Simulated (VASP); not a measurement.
# Hf (P6_3/mmc) in VASP: further runs

Runs on Hf. Level: PBEsol+D3(BJ). Tasks: single point.

All numbers are computed with VASP 6.6.1; they aren't measurements. Logs are shortened: lines on timing, memory, paths and dates and some standing lists are left out, and cuts for length are marked.

## (1) The cell of the first run

The structure is hexagonal, space group P6_3/mmc (No. 194). The conventional cell has a = 3.118 Å, b = 3.118 Å, c = 4.971 Å, α = 90.00°, β = 90.00°, γ = 120.00°. Hf (site symmetry -6m2) has 12 Hf at 3.07 to 3.12 Å within 4.0 Å.

## (2) Single point, PBEsol+D3(BJ)

File INCAR:

```
SYSTEM = Hf
ALGO = Normal ; EDIFF = 1E-6
ENCUT = 520 ; GGA = PS
ISIF = 2 ; ISMEAR = 0
IVDW = 12 ; LASPH = .True.
LCHARG = .False. ; LREAL = .False.
LWAVE = .False. ; NBANDS = 17
NELM = 80 ; PREC = Accurate
SIGMA = 0.1
```

File KPOINTS:

```
k-points
0
Gamma
  6 6 4
  0 0 0
```

File POSCAR:

```
Hf
1.0
    3.1177272986      0.0000000000      0.0000000000
   -1.5588636493      2.7000310427      0.0000000000
    0.0000000000      0.0000000000      4.9714047295
Hf
2
Direct
    0.3333333333      0.6666666667      0.2500000000
    0.6666666667      0.3333333333      0.7500000000
```

Potentials or basis: VASP PAW PBE potentials, release 64 (Hf_pv).

The run is started by

```
cat potpaw_PBE.64/Hf_pv/POTCAR > POTCAR
mpirun -np 1 vasp_std > vasp.out
```

OUTCAR:

```text
SYSTEM = Hf
   EDIFF = 1E-6
   ENCUT = 520
   GGA = PS
   ISIF = 2
   ISMEAR = 0
   IVDW = 12
   LASPH = .True.
   LREAL = .False.
   NELM = 80
   PREC = Accurate
 IVDW          = 12

 ion  position               nearest neighbor table
   1  0.333  0.667  0.250-   2 3.07   2 3.07   2 3.07   2 3.07   2 3.07   2 3.07
   2  0.667  0.333  0.750-   1 3.07   1 3.07   1 3.07   1 3.07   1 3.07   1 3.07

  LATTYP: Found a hexagonal cell.
 ALAT       =     3.1177272986
 C/A-ratio  =     1.5945604773

  Lattice vectors:

 A1 = (   3.1177272986,   0.0000000000,   0.0000000000)
 A2 = (  -1.5588636493,   2.7000310427,   0.0000000000)
 A3 = (   0.0000000000,   0.0000000000,   4.9714047295)

Analysis of symmetry for initial positions (statically):
=====================================================================
 Subroutine PRICEL returns:
 Original cell was already a primitive cell.

 Routine SETGRP: Setting up the symmetry group for a
 hexagonal supercell.

 Subroutine GETGRP returns: Found 24 space group operations
 (whereof 12 operations were pure point group operations)
 out of a pool of 24 trial point group operations.

The static configuration has the point symmetry D_3d.
 The point group associated with its full space group is D_6h.

Analysis of symmetry for dynamics (positions and initial velocities):
=====================================================================
 Subroutine PRICEL returns:
 Original cell was already a primitive cell.

 Routine SETGRP: Setting up the symmetry group for a
 hexagonal supercell.

 Subroutine GETGRP returns: Found 24 space group operations
 (whereof 12 operations were pure point group operations)
 out of a pool of 24 trial point group operations.

The dynamic configuration has the point symmetry D_3d.
 The point group associated with its full space group is D_6h.

 Subroutine INISYM returns: Found 24 space group operations
 (whereof 12 operations are pure point group operations),
 and found     1 'primitive' translations

----------------------------------------------------------------------------------------

                                     Primitive cell

  volume of cell :      41.8491

  direct lattice vectors                    reciprocal lattice vectors
     3.117727299  0.000000000  0.000000000     0.320746462  0.185183056  0.000000000
    -1.558863649  2.700031043  0.000000000     0.000000000  0.370366112  0.000000000
     0.000000000  0.000000000  4.971404729     0.000000000  0.000000000  0.201150390

  length of vectors
     3.117727299  3.117727299  4.971404729     0.370366112  0.370366112  0.201150390

  position of ions in fractional coordinates (direct lattice)
     0.333333333  0.666666667  0.250000000
     0.666666667  0.333333333  0.750000000

  ion indices of the primitive-cell ions
   primitive index   ion index
                 1           1
                 2           2

----------------------------------------------------------------------------------------

 KPOINTS: k-points

Automatic generation of k-mesh.
 Grid dimensions read from file:
 generate k-points for:    6    6    4

 Generating k-lattice:

  Cartesian coordinates                     Fractional coordinates (reciprocal lattice)
     0.053457744  0.030863843  0.000000000     0.166666667  0.000000000  0.000000000
     0.000000000  0.061727685  0.000000000     0.000000000  0.166666667  0.000000000
     0.000000000  0.000000000  0.050287597     0.000000000  0.000000000  0.250000000

  Length of vectors
     0.061727685  0.061727685  0.050287597

  Shift w.r.t. Gamma in fractional coordinates (k-lattice)
     0.000000000  0.000000000  0.000000000

 Subroutine IBZKPT returns following result:
 ===========================================

 Found     21 irreducible k-points:

 Following reciprocal coordinates:
            Coordinates               Weight
  0.000000  0.000000  0.000000      1.000000
  0.166667  0.000000  0.000000      6.000000
  0.333333  0.000000  0.000000      6.000000
  0.500000  0.000000  0.000000      3.000000
  0.166667  0.166667  0.000000      6.000000
  0.333333  0.166667  0.000000     12.000000
[... 13 lines left out ...]
  0.333333  0.166667  0.500000     12.000000
  0.333333  0.333333  0.500000      2.000000
   k-points           NKPTS =     21   k-points in BZ     NKDIM =     21   number of bands    NBANDS=     17
   number of dos      NEDOS =    301   number of ions     NIONS =      2
   total plane-waves  NPLWV =  23040
   dimension x,y,z NGX =    24 NGY =   24 NGZ =   40
   dimension x,y,z NGXF=    48 NGYF=   48 NGZF=   80
   ions per type =               2
   NGX,Y,Z   is equivalent  to a cutoff of  12.80, 12.80, 13.38 a.u.
   NGXF,Y,Z  is equivalent  to a cutoff of  25.59, 25.59, 26.75 a.u.
 SYSTEM =  Hf
   PREC   = accura    normal or accurate (medium, high low for compatibility)
   ISTART =      0    job   : 0-new  1-cont  2-samecut
   ICHARG =      2    charge: 1-file 2-atom 10-const
   ISPIN  =      1    spin polarized calculation?
   LNONCOLLINEAR =      F non collinear calculations
   LSORBIT =      F    spin-orbit coupling
   LASPH  =      T    aspherical Exc in radial PAW
   ENCUT  =  520.0 eV  38.22 Ry    6.18 a.u.   5.80  5.80  9.24*2*pi/ulx,y,z
   NELM   =     80;   NELMIN=  2; NELMDL= -5     # of ELM steps
   EDIFF  = 0.1E-05   stopping-criterion for ELM
   LREAL  =      F    real-space projection
   EDIFFG = 0.1E-04   stopping-criterion for IOM
   NSW    =      0    number of steps for IOM
   IBRION =     -1    ionic relax: 0-MD 1-quasi-New 2-CG
   NFREE  =      0    steps in history (QN), initial steepest desc. (CG)
   ISIF   =      2    stress and relaxation
   ISYM   =      2    0-nonsym 1-usesym 2-fastsym
   POTIM  = 0.5000    time-step for ionic-motion
   TEBEG  =    0.0;   TEEND  =   0.0 temperature during run
   PSTRESS=    0.0 pullay stress
   NELECT =      20.0000    total number of electrons
   NUPDOWN=      -1.0000    fix difference up-down
   EMIN   =  10.00;   EMAX   =-10.00  energy-range for DOS
   EFERMI =   0.00;   METHOD = LEGACY
   ISMEAR =     0;   SIGMA  =   0.10  broadening in eV -4-tet -1-fermi 0-gaus
   EFERMI_NEDOS =   21; number of points for ismear=-14 and -15
   IALGO  =     38    algorithm
   IMIX   =      4    mixing-type and parameters
     AMIX     =   0.40;   BMIX     =  1.00
     AMIX_MAG =   1.60;   BMIX_MAG =  1.00
  volume/ion in A,a.u.               =      20.92       141.21
  Fermi-wavevector in a.u.,A,eV,Ry     =   1.279940  2.418735 22.289684  1.638246
  Thomas-Fermi vector in A             =   2.412396
   LORBIT       =      0    0 simple, 1 ext, 2 COOP (PROOUT), +10 PAW based schemes
   GGA     = PS    functional components
   LHFCALC =     F    Hartree Fock is set to
   AEXX    =    0.0000 exact exchange contribution
   IVDW    =    12    specifies the selected vdW correction
   LEPSILON=     F    determine dielectric tensor
   LRPA    =     F    only Hartree local field effects (RPA)
 non-spin polarized calculation
 Gauss-broadening in eV      SIGMA  =   0.10
  energy-cutoff  :      520.00
  volume of cell :       41.85
 maximum number of plane-waves:      1140
 NGX is ok and might be reduce to    24
   NGX = 11   NGY = 11   NGZ = 19

 number of electron      19.9999996 magnetization

 Free energy of the ion-electron system (eV)
  ---------------------------------------------------
  ext. energy  EPLUGINS =         0.00000000
  ---------------------------------------------------
  free energy    TOTEN  =       -20.97060624 eV

  energy without entropy =      -20.95496643  energy(sigma->0) =      -20.96278634

 E-fermi :   5.3085     XC(G=0): -11.7001

 val. band max:        5.2944927641   @ k =   0.1667   0.0000   0.2500
 cond. band min:       5.3152849207   @ k =   0.3333   0.3333   0.2500
 fundamental gap:      0.0207921566
 Fermi energy:         5.3085440798

 k-point     1 :       0.0000    0.0000    0.0000
  band No.  band energies     occupation
      1     -25.7515      2.00000
      2     -24.8189      2.00000
      3     -24.8189      2.00000
      4     -24.6782      2.00000
      5     -24.6665      2.00000
      6     -24.6665      2.00000
[... 9 lines left out ...]
     16       8.0586      0.00000
     17      10.9399      0.00000

 k-point     2 :       0.1667    0.0000    0.0000
  band No.  band energies     occupation
      1     -25.6645      2.00000
      2     -25.0058      2.00000
      3     -24.8788      2.00000
      4     -24.8593      2.00000
      5     -24.7179      2.00000
      6     -24.6929      2.00000
[... 9 lines left out ...]
     16       8.1163      0.00000
     17      11.4831      0.00000

 k-point     3 :       0.3333    0.0000    0.0000
  band No.  band energies     occupation
      1     -25.4517      2.00000
      2     -25.3767      2.00000
      3     -25.2132      2.00000
      4     -24.9896      2.00000
      5     -24.8351      2.00000
      6     -24.7520      2.00000
[... 9 lines left out ...]
     16      10.2366      0.00000
     17      12.0295      0.00000

 k-point     4 :       0.5000    0.0000    0.0000
  band No.  band energies     occupation
      1     -25.5588      2.00000
      2     -25.3779      2.00000
      3     -25.2924      2.00000
      4     -25.0422      2.00000
      5     -24.9461      2.00000
      6     -24.7833      2.00000
[... 9 lines left out ...]
     16      12.1826      0.00000
     17      12.7004      0.00000

 k-point     5 :       0.1667    0.1667    0.0000
  band No.  band energies     occupation
      1     -25.5128      2.00000
      2     -25.2011      2.00000
      3     -25.1870      2.00000
      4     -24.9363      2.00000
      5     -24.7980      2.00000
      6     -24.7919      2.00000
[... 9 lines left out ...]
     16      10.0089      0.00000
     17      11.6152      0.00000

 k-point     6 :       0.3333    0.1667    0.0000
  band No.  band energies     occupation
      1     -25.4638      2.00000
      2     -25.3152      2.00000
      3     -25.2957      2.00000
      4     -25.1065      2.00000
      5     -24.9426      2.00000
      6     -24.8921      2.00000
[... 9 lines left out ...]
     16      11.6542      0.00000
     17      12.5263      0.00000

 k-point     7 :       0.3333    0.3333    0.0000
  band No.  band energies     occupation
      1     -25.4182      2.00000
      2     -25.2556      2.00000
      3     -25.2556      2.00000
      4     -25.1069      2.00000
      5     -25.1069      2.00000
      6     -25.0778      2.00000
[... 9 lines left out ...]
     16      11.3218      0.00000
     17      11.4652      0.00000

 k-point     8 :       0.0000    0.0000    0.2500
  band No.  band energies     occupation
      1     -25.6052      2.00000
      2     -24.8475      2.00000
      3     -24.7968      2.00000
      4     -24.7968      2.00000
      5     -24.6891      2.00000
      6     -24.6891      2.00000
[... 9 lines left out ...]
     16       8.9015      0.00000
     17      11.0673      0.00000
[... 143 lines left out ...]
      1     -25.2810      2.00000
      2     -25.2810      2.00000
      3     -24.8569      2.00000
      4     -24.8569      2.00000
      5     -24.7866      2.00000
      6     -24.7866      2.00000
[... 9 lines left out ...]
     16      10.2025      0.00000
     17      10.4399      0.00000

 k-point    17 :       0.3333    0.0000    0.5000
  band No.  band energies     occupation
      1     -25.4942      2.00000
      2     -25.4942      2.00000
      3     -24.9415      2.00000
      4     -24.9415      2.00000
      5     -24.8722      2.00000
      6     -24.8722      2.00000
[... 9 lines left out ...]
     16      10.7511      0.00000
     17      10.8206      0.00000

 k-point    18 :       0.5000    0.0000    0.5000
  band No.  band energies     occupation
      1     -25.6365      2.00000
      2     -25.6365      2.00000
      3     -24.9408      2.00000
      4     -24.9408      2.00000
      5     -24.9144      2.00000
      6     -24.9144      2.00000
[... 9 lines left out ...]
     16      11.7691      0.00000
     17      11.9428      0.00000

 k-point    19 :       0.1667    0.1667    0.5000
  band No.  band energies     occupation
      1     -25.4048      2.00000
      2     -25.4048      2.00000
      3     -24.9628      2.00000
      4     -24.9628      2.00000
      5     -24.8485      2.00000
      6     -24.8485      2.00000
[... 9 lines left out ...]
     16      10.2265      0.00000
     17      11.1945      0.00000

 k-point    20 :       0.3333    0.1667    0.5000
  band No.  band energies     occupation
      1     -25.5570      2.00000
      2     -25.5570      2.00000
      3     -25.0796      2.00000
      4     -25.0796      2.00000
      5     -24.8628      2.00000
      6     -24.8628      2.00000
[... 9 lines left out ...]
     16      11.2070      0.00000
     17      12.6820      0.00000

 k-point    21 :       0.3333    0.3333    0.5000
  band No.  band energies     occupation
      1     -25.5007      2.00000
      2     -25.5007      2.00000
      3     -25.2510      2.00000
      4     -25.2510      2.00000
      5     -24.8471      2.00000
      6     -24.8471      2.00000
[... 9 lines left out ...]
     16      10.7029      0.00000
     17      14.5224      0.00000

------------------------ aborting loop because EDIFF is reached ----------------------------------------

 Edisp (eV)   -1.09662

 E8    (eV) :    -0.8281

  FORCE on cell =-STRESS in cart. coord.  units (eV):
  Direction    XX          YY          ZZ          XY          YZ          ZX
  --------------------------------------------------------------------------------------
  -------------------------------------------------------------------------------------
  Total      -0.23266    -0.23266    -0.26585     0.00000     0.00000     0.00000
  in kB      -8.90745    -8.90745   -10.17788     0.00000     0.00000     0.00000
  external pressure =       -9.33 kB  Pullay stress =        0.00 kB

 VOLUME and BASIS-vectors are now :
 -----------------------------------------------------------------------------
  energy-cutoff  :      520.00
  volume of cell :       41.85
      direct lattice vectors                 reciprocal lattice vectors
     3.117727299  0.000000000  0.000000000     0.320746462  0.185183056  0.000000000
    -1.558863649  2.700031043  0.000000000     0.000000000  0.370366112  0.000000000
     0.000000000  0.000000000  4.971404729     0.000000000  0.000000000  0.201150390

 POSITION                                       TOTAL-FORCE (eV/Angst)
 -----------------------------------------------------------------------------------
     -0.00000      1.80002      1.24285        -0.000000      0.000000      0.000000
      1.55886      0.90001      3.72855         0.000000     -0.000000      0.000000
 -----------------------------------------------------------------------------------
    total drift:                               -0.000000      0.000000     -0.000000

  FREE ENERGIE OF THE ION-ELECTRON SYSTEM (eV)
  ---------------------------------------------------
  free  energy   TOTEN  =       -22.0672233268 eV

  energy  without entropy=      -22.0515835149  energy(sigma->0) =      -22.05940342
```

Run time: 5.3 s. Hardware: 1 thread of Intel Xeon 6975P-C (Granite Rapids), shared host; peak memory 0.17 GiB.

Results:

| Item | Value |
| --- | --- |
| Free energy | -22.0672 eV |
| Pressure | -0.9 GPa |
| Band gap on the k mesh | zero (band 10 reaches 6.43 eV, above the bottom of band 11 at 5.12 eV) |
| Dispersion energy per atom | -0.548 eV |

Stress tensor (GPa, compression positive):
```
-0.89  0.00  0.00
 0.00 -0.89  0.00
 0.00  0.00 -1.02
```

Caveat: the k points lie up to 0.39 Å⁻¹ apart; three body term missing; the PAW data sets were made with another functional, which shifts forces and pressure a little; spin-orbit coupling is left out, which moves the levels of the heavy elements; pairwise dispersion overbinds metals, which lowers pressure and volume.

(Continued in part 2 of 2.)
